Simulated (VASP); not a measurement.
# Ta7Mo9 in VASP: further runs, part 2 of 2

VASP 6.6.1.

## 3. Single point, PBE

The input, INCAR:

```
SYSTEM = Ta7Mo9
PREC     = Accurate       ! precision mode
ENCUT    = 520            ! plane-wave cutoff, eV
EDIFF    = 1E-7           ! SCF threshold, eV
ISMEAR   = -1             ! smearing method
SIGMA    = 0.2758         ! smearing width, eV
LREAL    = Auto         
LASPH    = .True.         ! aspherical terms in the spheres
NELM     = 80             ! most SCF steps
ALGO     = Normal         ! electronic algorithm
ISIF     = 2              ! what is computed and relaxed
LWAVE    = .False.        ! write WAVECAR
LCHARG   = .False.        ! write CHGCAR
GGA      = PE             ! functional
NBANDS   = 116            ! bands
ISYM     = 0
```

The input, KPOINTS:

```
Automatic mesh
0
Gamma
  1 1 1
  0.25 0.25 0.25
```

The input, POSCAR:

```
Ta7Mo9
1.0
    6.4357620000      0.0753480000     -0.1865720000
    0.0753480000      6.5467160000      0.2328530000
   -0.1865720000      0.2328530000      6.2967750000
Mo Ta
9 7
Direct
    0.4918738466      0.8274478638      0.6990896403
    0.7394846775      0.5607539488      0.8884938553
    0.4519374515      0.7554587144      0.2257207930
    0.5632650837      0.2944962962      0.2062781578
   -0.0587238464      0.7286858985      0.1894031591
    0.2246378107      0.9878882120      0.9597575571
    0.0164594656      0.2483624657      0.1643323654
    0.2282851440      0.5378664288      0.9395086857
    0.2224812696      0.0399645611      0.4222056382
    1.0259781426      0.2988923392      0.6830504212
    0.0179172273      0.7877447740      0.7254089783
    0.4743813190      0.2626963568      0.7458992320
    0.2634911341      0.5302633463      0.4446192943
    0.7240059270      0.5059726910      0.4799426651
    0.7661814308     -0.0123609288      0.4190766355
    0.7782686204      0.9929121467      0.9586141415
```

Potentials or basis: VASP PAW PBE potentials, release 64 (Mo_sv, Ta_pv).

Launch:

```sh
$ cat potpaw_PBE.64/Mo_sv/POTCAR potpaw_PBE.64/Ta_pv/POTCAR > POTCAR
$ mpirun -np 1 vasp_std > vasp.out
```

OUTCAR:

```text
SYSTEM = Ta7Mo9
   PREC = Accurate
   ENCUT = 520
   EDIFF = 1E-7
   ISMEAR = -1
   LREAL = Auto
   LASPH = .True.
   NELM = 80
   ISIF = 2
   GGA = PE
   ISYM = 0

 ion  position               nearest neighbor table
   1  0.492  0.827  0.699-   2 2.52   9 2.68  16 2.69   6 2.70  15 2.74  12 2.89   8 2.97  13 2.97
                            14 3.02   3 3.05  11 3.08   3 3.34  11 3.38
   2  0.739  0.561  0.888-   1 2.52   5 2.56  11 2.57  14 2.62  12 2.79   4 2.86  16 2.91  10 2.91
                             7 3.06   8 3.14   3 3.21   8 3.33
   3  0.452  0.755  0.226-  13 2.35   6 2.55  14 2.73   8 2.74   9 2.76  15 2.83   1 3.05   4 3.10
                            16 3.14   5 3.17   2 3.21   5 3.29   1 3.34
   4  0.563  0.294  0.206-  14 2.48  15 2.62   2 2.86  12 2.95   7 2.96  16 2.97  13 2.98   8 3.01
                             3 3.10   9 3.10   6 3.38  12 3.47
   5  0.941  0.729  0.189-  16 2.37   2 2.56  15 2.59  14 2.73  13 2.79   8 2.82   6 2.90  11 2.99
                             9 3.14   3 3.17   7 3.19   3 3.29  11 3.44   7 3.44
   6  0.225  0.988  0.960-  11 2.41   3 2.55   7 2.61   1 2.70  12 2.77  10 2.82  16 2.87   5 2.90
                             8 2.96   9 2.96   9 3.38   4 3.38
   7  0.016  0.248  0.164-   9 2.37   6 2.61  16 2.65   8 2.72  15 2.85   4 2.96  10 3.03  13 3.06
                             2 3.06   5 3.19  10 3.31  14 3.34   5 3.44
   8  0.228  0.538  0.940-  11 2.39  10 2.64   7 2.72   3 2.74  12 2.77   5 2.82   6 2.96   1 2.97
                             4 3.01   2 3.14  13 3.14  13 3.18   2 3.33
   9  0.222  0.040  0.422-   7 2.37   1 2.68   3 2.76  10 2.78  11 2.84   6 2.96  15 2.96  12 3.01
                             4 3.10   5 3.14  13 3.24  13 3.34   6 3.38  15 3.51
  10  0.026  0.299  0.683-  14 2.57  13 2.63   8 2.64   9 2.78   6 2.82  12 2.89   2 2.91   7 3.03
                            16 3.09  15 3.17  11 3.23   7 3.31  11 3.34
  11  0.018  0.788  0.725-   8 2.39   6 2.41   2 2.57  16 2.61  15 2.69   9 2.84   5 2.99  13 3.02
                             1 3.08  14 3.10  10 3.23  10 3.34   1 3.38   5 3.44
  12  0.474  0.263  0.746-  13 2.76   8 2.77   6 2.77   2 2.79  16 2.82  14 2.82   1 2.89  10 2.89
                             4 2.95   9 3.01  15 3.44   4 3.47
  13  0.263  0.530  0.445-   3 2.35  10 2.63  12 2.76   5 2.79  14 2.96   1 2.97   4 2.98  11 3.02
                             7 3.06   8 3.14   8 3.18   9 3.24   9 3.34  14 3.50
  14  0.724  0.506  0.480-   4 2.48  10 2.57   2 2.62   5 2.73   3 2.73  12 2.82  13 2.96   1 3.02
                            11 3.10  15 3.17   7 3.34  15 3.45  13 3.50
  15  0.766  0.988  0.419-   5 2.59   4 2.62  11 2.69   1 2.74   3 2.83   7 2.85  16 2.91   9 2.96
[... 142 lines left out ...]

 number of electron     203.0000002 magnetization

 Free energy of the ion-electron system (eV)
  ---------------------------------------------------
  ext. energy  EPLUGINS =         0.00000000
  ---------------------------------------------------
  free energy    TOTEN  =      -175.51212111 eV

  energy without entropy =     -172.00730400  energy(sigma->0) =     -173.75971255

 E-fermi :   9.3373     XC(G=0): -12.9926

 val. band max:        9.2493897921   @ k =   0.2500   0.2500   0.2500
 cond. band min:       9.5053243656   @ k =   0.2500   0.2500   0.2500
 fundamental gap:      0.2559345735
 Fermi energy:         9.3372914150

 k-point     1 :       0.2500    0.2500    0.2500
  band No.  band energies     occupation
      1     -51.4014      2.00000
      2     -51.3391      2.00000
      3     -51.2516      2.00000
      4     -51.2192      2.00000
      5     -51.1771      2.00000
      6     -51.1456      2.00000
[... 105 lines left out ...]
    112      10.9245      0.00631
    113      11.0427      0.00412
 [bands above 113 left out]

------------------------ aborting loop because EDIFF is reached ----------------------------------------

  FORCE on cell =-STRESS in cart. coord.  units (eV):
  Direction    XX          YY          ZZ          XY          YZ          ZX
  --------------------------------------------------------------------------------------
  -------------------------------------------------------------------------------------
  Total       26.9570726     30.0953543     35.9387969     -2.8752038     -6.6743872      9.0496166
  in kB      163.1760244    182.1726099    217.5440219    -17.4041271    -40.4012697     54.7789619
  external PRESSURE =     187.6308854 kB  Pullay stress =       0.0000000 kB

 VOLUME and BASIS-vectors are now :
 -----------------------------------------------------------------------------
  energy-cutoff  :      520.00
  volume of cell :      264.68
      direct lattice vectors                 reciprocal lattice vectors
     6.435762000  0.075348000 -0.186572000     0.155540365 -0.001956651  0.004680982
     0.075348000  6.546716000  0.232853000    -0.001956651  0.152974127 -0.005714916
    -0.186572000  0.232853000  6.296775000     0.004680982 -0.005714916  0.159161488

 POSITION                                       TOTAL-FORCE (eV/Angst)
 -----------------------------------------------------------------------------------
      3.09750      5.61691      4.50291        -0.923283     -1.634514     -0.624336
      4.63563      3.93370      5.58725        -0.572451     -1.938328      2.421090
      2.92337      5.03239      1.51291         2.503772      1.223809     -1.852084
      3.60874      2.01846      1.26237        -1.639947     -0.565853     -1.926970
      6.07740      4.88553      1.18669         2.857614     -1.781951      2.076113
      1.34109      6.70783      6.23150         2.252766      3.424110      0.739209
[... 8 lines left out ...]
      4.92719      6.62111      2.72586        -2.048208      2.730917      1.286397
      4.90471      6.78217      6.12218        -3.175831      3.137868     -0.903196
 -----------------------------------------------------------------------------------
    total drift:                                0.005256     -0.000181     -0.003895

  FREE ENERGIE OF THE ION-ELECTRON SYSTEM (eV)
  ---------------------------------------------------
  free  energy   TOTEN  =      -175.5121211126 eV

  energy  without entropy=     -172.0073039956  energy(sigma->0) =     -173.75971255
```

Wall time 2.5 min (1 thread of Intel Xeon Platinum 8488C (Sapphire Rapids), shared host); peak memory 0.34 GiB.

Results:

```yaml
Free_energy: -175.5121 eV
Pressure: 18.8 GPa
Largest_force: 5.204 eV/Å
```

Forces in eV/Å, atoms in the order of the input:
```
Mo  -0.923 -1.635 -0.624
Mo  -0.572 -1.938  2.421
Mo   2.504  1.224 -1.852
Mo  -1.640 -0.566 -1.927
Mo   2.858 -1.782  2.076
Mo   2.253  3.424  0.739
Mo  -1.489  1.974  0.981
Mo   2.047 -1.539  1.869
Mo   2.040 -0.608  0.739
Ta  -0.819 -2.476  1.044
Ta  -0.735 -0.841 -5.083
Ta   1.242 -0.798 -0.198
Ta  -1.459 -1.222  0.556
Ta  -0.081  0.913 -1.124
Ta  -2.048  2.731  1.286
Ta  -3.176  3.138 -0.903
```

Levels at points of the mesh, in eV from the Fermi level:
| k point | band 100 | band 101 | band 102 | band 103 | band 104 | band 105 |
| --- | --- | --- | --- | --- | --- | --- |
| (0.25, 0.25, 0.25) | -0.32 | -0.18 | -0.09 | 0.17 | 0.31 | 0.43 |

Caveat: the k points lie up to 1.00 Å⁻¹ apart; spin-orbit coupling is left out, which moves the levels of the heavy elements.

## 4. Single point, PBE

The input, INCAR:

```
SYSTEM = Ta7Mo9
ALGO = Normal ; EDIFF = 1E-6
ENCUT = 520 ; GGA = PE
ISIF = 2 ; ISMEAR = -1
ISYM = 0 ; LASPH = .True.
LCHARG = .True. ; LELF = .True.
LREAL = Auto ; LVHAR = .True.
LWAVE = .False. ; NBANDS = 116
NELM = 100 ; PREC = Accurate
SIGMA = 0.2758
```

KPOINTS is that of step 3.

The input, POSCAR:

```
Ta7Mo9
1.0
    6.4357620000      0.0753480000     -0.1865720000
    0.0753480000      6.5467160000      0.2328530000
   -0.1865720000      0.2328530000      6.2967750000
Mo Ta
9 7
Direct
    0.5134716800      0.7822617106      0.6893605778
    0.7369238730      0.5288159475      0.9272606979
    0.5548747953      0.7948822917      0.2319475246
    0.5644408379      0.2741022970      0.1645742962
    0.0246536389      0.6994390719      0.2587702741
    0.2994399643      0.9845650524      0.9721627638
   -0.0178642437      0.2546675754      0.1832733301
    0.2787862440      0.5509274079      0.9806733776
    0.2730634895      0.0214815676      0.3937526677
    1.0738571949      0.2345292367      0.7468089376
    0.0101081654      0.7756834139      0.7598671845
    0.5217443863      0.2351003290      0.7031067613
    0.2713585865      0.4689427338      0.4086903521
    0.7146482828      0.5150398903      0.4808518290
    0.7722998742      0.0311193632      0.4422365886
    0.7711313039      1.0190248116      0.9427353725
```

Potentials or basis: VASP PAW PBE potentials, release 64 (Mo_sv, Ta_pv).

Launch:

```sh
$ cat potpaw_PBE.64/Mo_sv/POTCAR potpaw_PBE.64/Ta_pv/POTCAR > POTCAR
$ mpirun -np 1 vasp_std > vasp.out
```

OUTCAR:

```text
SYSTEM = Ta7Mo9
   EDIFF = 1E-6
   ENCUT = 520
   GGA = PE
   ISIF = 2
   ISMEAR = -1
   ISYM = 0
   LASPH = .True.
   LREAL = Auto
   NELM = 100
   PREC = Accurate

 ion  position               nearest neighbor table
   1  0.513  0.782  0.689-   2 2.52  14 2.63   6 2.72   9 2.73  16 2.81  15 2.81   8 2.82   3 2.91
                            12 2.98  13 3.18  11 3.20  11 3.30   3 3.42
   2  0.737  0.529  0.927-   4 2.48   1 2.52  11 2.63   7 2.74  12 2.81  14 2.82   3 2.96   8 2.99
                             5 3.00  10 3.18  16 3.23  16 3.34  14 3.50
   3  0.555  0.795  0.232-  14 2.49   6 2.50  15 2.51   9 2.62  16 2.72   8 2.90   1 2.91   2 2.96
                            13 3.03   5 3.07   4 3.14   1 3.42   4 3.47
   4  0.564  0.274  0.165-   2 2.48  15 2.57  16 2.64   7 2.69   8 2.71  14 2.77  13 2.84   6 2.87
                             9 2.91  12 2.94   3 3.14  12 3.41   3 3.47
   5  0.025  0.699  0.259-  13 2.28   8 2.68  14 2.76   9 2.83   7 3.00   2 3.00  15 3.02   3 3.07
                            11 3.14  16 3.14   6 3.15  11 3.24
   6  0.299  0.985  0.972-  10 2.48   3 2.50  11 2.69   9 2.70   1 2.72  12 2.76   8 2.84   4 2.87
                            16 3.07   7 3.09   5 3.15  16 3.40
   7  0.982  0.255  0.183-  15 2.58  16 2.59   9 2.63   4 2.69   2 2.74  13 2.75  10 2.86   5 3.00
                             8 3.02   6 3.09  14 3.18
   8  0.279  0.551  0.981-  11 2.53   5 2.68   4 2.71  13 2.72   1 2.82   6 2.84   3 2.90  10 2.92
                             2 2.99   7 3.02  12 3.24
   9  0.273  0.021  0.394-   3 2.62   7 2.63   6 2.70   1 2.73   5 2.83   4 2.91  12 2.91  13 2.94
                            10 3.04  15 3.21  15 3.26  11 3.29
  10  0.074  0.235  0.747-   6 2.48  16 2.73   7 2.86  13 2.91  12 2.91   8 2.92  11 3.04   9 3.04
                            15 3.05   2 3.18  14 3.23  12 3.55  11 3.57
  11  0.010  0.776  0.760-   8 2.53  16 2.57   2 2.63   6 2.69  15 2.86  10 3.04  14 3.13   5 3.14
                             1 3.20   5 3.24   9 3.29   1 3.30  13 3.56  10 3.57
  12  0.522  0.235  0.703-  16 2.48  14 2.61  13 2.74   6 2.76  15 2.76   2 2.81   9 2.91  10 2.91
                             4 2.94   1 2.98   8 3.24   4 3.41  10 3.55
  13  0.271  0.469  0.409-   5 2.28   8 2.72  12 2.74   7 2.75   4 2.84  14 2.89  10 2.91   9 2.94
                             3 3.03   1 3.18  11 3.56
  14  0.715  0.515  0.481-   3 2.49  12 2.61   1 2.63   5 2.76   4 2.77   2 2.82  13 2.89  11 3.13
                             7 3.18  15 3.21  10 3.23  15 3.40   2 3.50
  15  0.772  0.031  0.442-   3 2.51   4 2.57   7 2.58  12 2.76   1 2.81  11 2.86   5 3.02  10 3.05
                            16 3.15  16 3.16  14 3.21   9 3.21   9 3.26  14 3.40
  16  0.771  0.019  0.943-  12 2.48  11 2.57   7 2.59   4 2.64   3 2.72  10 2.73   1 2.81   6 3.07
                             5 3.14  15 3.15  15 3.16   2 3.23   2 3.34   6 3.40

IMPORTANT INFORMATION: All symmetrisations will be switched off!
NOSYMM: (Re-)initialisation of all symmetry stuff for point group C_1.

----------------------------------------------------------------------------------------

                                     Primitive cell

  volume of cell :     264.6836

  direct lattice vectors                    reciprocal lattice vectors
     6.435762000  0.075348000 -0.186572000     0.155540365 -0.001956651  0.004680982
     0.075348000  6.546716000  0.232853000    -0.001956651  0.152974127 -0.005714916
    -0.186572000  0.232853000  6.296775000     0.004680982 -0.005714916  0.159161488

  length of vectors
     6.438906658  6.551289051  6.303840499     0.155623087  0.153093345  0.159332831

  position of ions in fractional coordinates (direct lattice)
     0.513471680  0.782261711  0.689360578
     0.736923873  0.528815947  0.927260698
     0.554874795  0.794882292  0.231947525
     0.564440838  0.274102297  0.164574296
     0.024653639  0.699439072  0.258770274
     0.299439964  0.984565052  0.972162764
[... 66 lines left out ...]
   NGXF,Y,Z  is equivalent  to a cutoff of  24.79, 25.38, 25.32 a.u.
 SYSTEM =  Ta7Mo9
   PREC   = accura    normal or accurate (medium, high low for compatibility)
   ISTART =      0    job   : 0-new  1-cont  2-samecut
   ICHARG =      2    charge: 1-file 2-atom 10-const
   ISPIN  =      1    spin polarized calculation?
   LNONCOLLINEAR =      F non collinear calculations
   LSORBIT =      F    spin-orbit coupling
   LASPH  =      T    aspherical Exc in radial PAW
   ENCUT  =  520.0 eV  38.22 Ry    6.18 a.u.  11.97 12.18 11.72*2*pi/ulx,y,z
   NELM   =    100;   NELMIN=  2; NELMDL= -5     # of ELM steps
   EDIFF  = 0.1E-05   stopping-criterion for ELM
   LREAL  =      T    real-space projection
   EDIFFG = 0.1E-04   stopping-criterion for IOM
   NSW    =      0    number of steps for IOM
   IBRION =     -1    ionic relax: 0-MD 1-quasi-New 2-CG
   NFREE  =      0    steps in history (QN), initial steepest desc. (CG)
   ISIF   =      2    stress and relaxation
   ISYM   =      0    0-nonsym 1-usesym 2-fastsym
   POTIM  = 0.5000    time-step for ionic-motion
   TEBEG  =    0.0;   TEEND  =   0.0 temperature during run
   PSTRESS=    0.0 pullay stress
   NELECT =     203.0000    total number of electrons
   NUPDOWN=      -1.0000    fix difference up-down
   EMIN   =  10.00;   EMAX   =-10.00  energy-range for DOS
   EFERMI =   0.00;   METHOD = LEGACY
   ISMEAR =    -1;   SIGMA  =   0.28  broadening in eV -4-tet -1-fermi 0-gaus
   EFERMI_NEDOS =   21; number of points for ismear=-14 and -15
   IALGO  =     38    algorithm
   IMIX   =      4    mixing-type and parameters
     AMIX     =   0.40;   BMIX     =  1.00
     AMIX_MAG =   1.60;   BMIX_MAG =  1.00
  volume/ion in A,a.u.               =      16.54       111.64
  Fermi-wavevector in a.u.,A,eV,Ry     =   1.498527  2.831805 30.553007  2.245583
  Thomas-Fermi vector in A             =   2.610274
   LORBIT       =      0    0 simple, 1 ext, 2 COOP (PROOUT), +10 PAW based schemes
   GGA     = PE    functional components
   LHFCALC =     F    Hartree Fock is set to
   AEXX    =    0.0000 exact exchange contribution
   IVDW    =     0    specifies the selected vdW correction
   LEPSILON=     F    determine dielectric tensor
   LRPA    =     F    only Hartree local field effects (RPA)
 non-spin polarized calculation
  energy-cutoff  :      520.00
  volume of cell :      264.68
 maximum number of plane-waves:      7123
 NGX is ok and might be reduce to    48
   NGX = 23   NGY = 25   NGZ = 23

 number of electron     202.9999998 magnetization

 Free energy of the ion-electron system (eV)
  ---------------------------------------------------
  ext. energy  EPLUGINS =         0.00000000
  ---------------------------------------------------
  free energy    TOTEN  =      -174.97471283 eV

  energy without entropy =     -171.31998695  energy(sigma->0) =     -173.14734989

 E-fermi :   9.3435     XC(G=0): -12.9926

 val. band max:        9.3172533652   @ k =   0.2500   0.2500   0.2500
 cond. band min:       9.4497763970   @ k =   0.2500   0.2500   0.2500
 fundamental gap:      0.1325230318
 Fermi energy:         9.3434571117

 k-point     1 :       0.2500    0.2500    0.2500
  band No.  band energies     occupation
      1     -51.4132      2.00000
      2     -51.3322      2.00000
      3     -51.2903      2.00000
      4     -51.2541      2.00000
      5     -51.1886      2.00000
      6     -51.1744      2.00000
[... 105 lines left out ...]
    112      10.7663      0.01143
    113      10.8739      0.00775
 [bands above 113 left out]

------------------------ aborting loop because EDIFF is reached ----------------------------------------

  FORCE on cell =-STRESS in cart. coord.  units (eV):
  Direction    XX          YY          ZZ          XY          YZ          ZX
  --------------------------------------------------------------------------------------
  -------------------------------------------------------------------------------------
  Total       31.6376711     32.1286037     31.7730705     -5.8112870     -7.2108588      5.8249462
  in kB      191.5085317    194.4802353    192.3281287    -35.1767687    -43.6486293     35.2594502
  external PRESSURE =     192.7722986 kB  Pullay stress =       0.0000000 kB

 VOLUME and BASIS-vectors are now :
 -----------------------------------------------------------------------------
  energy-cutoff  :      520.00
  volume of cell :      264.68
      direct lattice vectors                 reciprocal lattice vectors
     6.435762000  0.075348000 -0.186572000     0.155540365 -0.001956651  0.004680982
     0.075348000  6.546716000  0.232853000    -0.001956651  0.152974127 -0.005714916
    -0.186572000  0.232853000  6.296775000     0.004680982 -0.005714916  0.159161488

 POSITION                                       TOTAL-FORCE (eV/Angst)
 -----------------------------------------------------------------------------------
      3.23491      5.32045      4.42710        -1.448824      0.279785      0.480334
      4.60951      3.73345      5.82440         2.248039     -0.154317      0.964800
      3.58766      5.29969      1.54209        -1.839284     -1.893388     -2.464778
      3.62256      1.87532      0.99480        -3.354266      0.732417      1.082703
      0.16309      4.64114      1.78769        -2.305960      4.361012     -2.550200
      1.81993      6.69460      6.29488        -0.864068      1.142494      0.124666
[... 8 lines left out ...]
      4.89017      0.36490      2.64782         1.300108     -1.158433      1.157866
      4.78836      0.40217      5.79675         0.986926     -2.521944      2.350943
 -----------------------------------------------------------------------------------
    total drift:                               -0.003423      0.000578     -0.001611

  FREE ENERGIE OF THE ION-ELECTRON SYSTEM (eV)
  ---------------------------------------------------
  free  energy   TOTEN  =      -174.9747128279 eV

  energy  without entropy=     -171.3199869548  energy(sigma->0) =     -173.14734989
```

Wall time 1.9 min (1 thread of Intel Xeon Platinum 8488C (Sapphire Rapids), shared host); peak memory 0.34 GiB.

What came out:

```
Free energy   : -174.9747 eV
Pressure      : 19.3 GPa
Largest force : 5.553 eV/Å
```

Forces on the atoms (eV/Å):
```
Mo  -1.449  0.280  0.480
Mo   2.248 -0.154  0.965
Mo  -1.839 -1.893 -2.465
Mo  -3.354  0.732  1.083
Mo  -2.306  4.361 -2.550
Mo  -0.864  1.142  0.125
Mo   2.821  1.044  1.004
Mo   0.472 -1.588 -1.580
Mo  -0.907 -0.381  1.942
Ta  -1.890  1.809 -1.755
Ta   1.399 -1.247 -2.902
Ta  -2.084  1.851 -0.585
Ta   1.659 -1.350  2.929
Ta   3.808 -0.925 -0.198
Ta   1.300 -1.158  1.158
Ta   0.987 -2.522  2.351
```

Stress tensor (GPa, compression positive):
```
19.15 -3.52  3.53
-3.52 19.45 -4.36
 3.53 -4.36 19.23
```

Levels at points of the mesh, in eV from the Fermi level:
| k point | band 98 | band 99 | band 100 | band 101 | band 102 | band 103 | band 104 | band 105 | band 106 | band 107 |
| --- | --- | --- | --- | --- | --- | --- | --- | --- | --- | --- |
| (0.25, 0.25, 0.25) | -0.49 | -0.42 | -0.29 | -0.24 | -0.03 | 0.11 | 0.33 | 0.44 | 0.53 | 0.75 |

Caveat: the k points lie up to 1.00 Å⁻¹ apart; spin-orbit coupling is left out, which moves the levels of the heavy elements.
